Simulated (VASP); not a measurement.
Input of a VASP 6.6.1 run:

The input INCAR:

```
PREC = Accurate
ENCUT = 520
EDIFF = 1E-7
ISMEAR = -1
SIGMA = 0.1
LREAL = F
LASPH = T
NELM = 80
ALGO = Normal
ISIF = 2
LWAVE = F
LCHARG = F
GGA = PE
NBANDS = 12
```

The input KPOINTS:

```
regular mesh
0
Gamma
  16 16 16
```

POSCAR

```
Li
1.0
    1.5119349846      0.8729160703      7.3581588224
   -1.5119349846      0.8729160703      7.3581588224
    0.0000000000     -1.7458321407      7.3581588224
Li
3
Direct
    0.0000000000      1.0000000000      1.0000000000
    0.2221855009      0.2221855009      0.2221855009
    0.7778144991      0.7778144991      0.7778144991
```

Potentials or basis: VASP PAW PBE potentials, release 64 (Li_sv).

Launch:

```sh
$ cat potpaw_PBE.64/Li_sv/POTCAR > POTCAR
$ mpirun -np 1 vasp_std > vasp.out
```

Q: Predict the band gap on the k mesh.

A: Zero (an odd number of electrons rules out a gap without spin polarisation).
